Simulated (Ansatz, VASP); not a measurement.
## Two plane-wave programs on AgCl

The input POSCAR:

```
AgCl
1.0
    1.7727784026     -5.2864939618      0.0000000000
    1.7727784026      5.2864939618      0.0000000000
    0.0000000000      0.0000000000      4.2288279998
Ag Cl
2 2
Direct
    0.3980678270      0.6019321730      0.7500000000
    0.6019321730      0.3980678270      0.2500000000
    0.8665290633      0.1334709367      0.2500000000
    0.1334709367      0.8665290633      0.7500000000
```

Contents of INCAR.step1:

```
PREC     = Accurate       # precision mode
ENCUT    = 520            # plane-wave cutoff, eV
ISMEAR   = 0              # smearing method
SIGMA    = 0.01           # smearing width, eV
LREAL    = False          # projectors in reciprocal space
LASPH    = True           # aspherical terms in the spheres
NELM     = 80             # most SCF steps
NBANDS   = 26             # bands
GGA      = PE             # functional
ALGO     = Normal         # electronic algorithm
EDIFF    = 1E-4           # SCF threshold, eV
LWAVE    = True           # write WAVECAR
LCHARG   = False          # write CHGCAR
```

The input INCAR.step2:

```
PREC     = Accurate       # precision mode
ENCUT    = 520            # plane-wave cutoff, eV
EDIFF    = 1E-6           # SCF threshold, eV
ISMEAR   = 0              # smearing method
SIGMA    = 0.01           # smearing width, eV
LREAL    = False          # projectors in reciprocal space
LASPH    = True           # aspherical terms in the spheres
NELM     = 80             # most SCF steps
ALGO     = Normal         # electronic algorithm
ISIF     = 2              # what is computed and relaxed
LWAVE    = False          # write WAVECAR
LCHARG   = True           # write CHGCAR
METAGGA  = R2SCAN         # meta-GGA
LMIXTAU  = True         
LELF     = True           # ELF
LVHAR    = True         
NBANDS   = 26             # bands
ISTART   = 1
```

The input KPOINTS:

```
Automatic mesh
0
Gamma
  8 8 6
```

Input for Ansatz:

```yaml
crystal:
  lattice:
    - [1.7727784026, -5.2864939618, 0.0]
    - [1.7727784026, 5.2864939618, 0.0]
    - [0.0, 0.0, 4.2288279998]
  atoms:
    - { symbol: Ag, position: [0.398067827, 0.601932173, 0.75] }
    - { symbol: Ag, position: [0.601932173, 0.398067827, 0.25] }
    - { symbol: Cl, position: [0.8665290633, 0.1334709367, 0.25] }
    - { symbol: Cl, position: [0.1334709367, 0.8665290633, 0.75] }
kpoints:
  mp_grid: { grid: [8, 8, 6] }
  band_path:
    path:
      - [0.0, 0.0, 0.0]
      - [-0.5, 0.5, 0.0]
      - [-0.2781134039, 0.7218865961, 0.0]
      - [0.2781134039, 0.2781134039, 0.0]
      - [0.0, 0.0, 0.5]
      - [0.2781134039, 0.2781134039, 0.5]
      - [-0.2781134039, 0.7218865961, 0.5]
      - [-0.5, 0.5, 0.5]
      - [0.0, 0.5, 0.0]
      - [0.242188, 0.244792, 0.0]
    npoints: 1
hamiltonian:
  xc: r2scan
scf:
  occupations: { method: fixed }
  n_extra_bands: 5
output:
  forces: true
  stress: true
  eigenvalues: true
```

Change from the starting cell: epitaxial_xy strain -4.8%.

Alike in both runs: task single point; functional r2SCAN; k mesh 8 × 8 × 6; no spin polarisation.

```csv
,VASP,Ansatz
version,VASP 6.6.1,Ansatz 0.2.0
potentials or method,"VASP PAW PBE potentials, release 64 (Ag, Cl)","plane waves, PAW"
plane-wave cutoff (eV),520,500
occupations,"gaussian, width 0.01 eV",fixed
valence electrons in the cell,36,52
```

Ansatz gave:

- gap on the k mesh at the Fermi level (eV): 1.14
- pressure (GPa): 0.9
- traceless stress, the component that is largest in VASP (GPa): -0.89

Question: What did VASP give for the same quantities?

Answer: gap on the k mesh at the Fermi level (eV): 1.09; pressure (GPa): 0.8; traceless stress, the component that is largest in VASP (GPa): -0.90.

VASP's potentials were made for PBE, not for r2SCAN. VASP's potentials hold 36 valence electrons a cell and Ansatz's 52, so a difference there can come from the potentials and not from the codes.
